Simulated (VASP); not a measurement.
Here is a VASP 6.6.1 calculation.

The input INCAR:

```
ALGO = Normal
EDIFF = 1E-6
ENCUT = 520
GGA = PE
ISIF = 2
ISMEAR = -1
LASPH = T
LCHARG = F
LREAL = F
LWAVE = F
NBANDS = 18
NELM = 100
PREC = Accurate
SIGMA = 0.06122561905347299
```

KPOINTS

```
k-points
0
Gamma
  27 27 27
```

File POSCAR:

```
Y
1.0
    0.0000000000      3.4775448398      3.4775448398
    3.4775448398      0.0000000000      3.4775448398
    3.4775448398      3.4775448398      0.0000000000
Y
2
Direct
    0.0000000000      0.0000000000      0.0000000000
    0.2500000000      0.2500000000      0.2500000000
```

Potentials or basis: VASP PAW PBE potentials, release 64 (Y_sv).

Launch:

```console
$ cat potpaw_PBE.64/Y_sv/POTCAR > POTCAR
$ mpirun -np 1 vasp_std > vasp.out
```

**Question.** What does it give for the pressure?

**Answer.** 0.5 GPa.

**Question.** Estimate the band gap on the k mesh.

**Answer.** Zero (bands 11 and 12 overlap by 0.78 eV).
